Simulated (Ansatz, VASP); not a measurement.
**Ni: VASP beside Ansatz**

```
CELL_PARAMETERS angstrom
2.31873 0.00000 0.00000
0.00000 2.31873 0.00000
0.00000 0.00000 2.31873
ATOMIC_POSITIONS crystal
Ni 0.00000 0.00000 0.00000
```

Alike in both runs: task single point; functional LDA; k mesh 23 × 23 × 23; occupations fermi-dirac, width 0.05 eV; collinear spin.

|  | VASP | Ansatz |
| --- | --- | --- |
| version | VASP 6.6.1 | Ansatz 0.2.0 |
| potentials or method | VASP PAW LDA potentials, release 64 (Ni), cutoff 520 eV | plane waves (420 eV) with PAW, scalar-relativistic |
| valence electrons in the cell | 10 | 18 |

|  | VASP | Ansatz | Ansatz less VASP |
| --- | --- | --- | --- |
| pressure (GPa) | -12.0 | -11.9 | +0.15 |
| net moment per atom (μB) | 0.48 | 0.54 | +0.055 |
| size of the moment on the site where the two differ most (μB) | 0.48 | 0.54 | +0.062 |

Ansatz warns that its potentials were made for another functional, while VASP's fit it. LDA's correlation is that of Perdew and Zunger in VASP and of Perdew and Wang (1992) in Ansatz. Site moments also hang on the region over which each program counts them. VASP's potentials hold 10 valence electrons a cell and Ansatz's 18, so a difference there can come from the potentials and not from the codes.
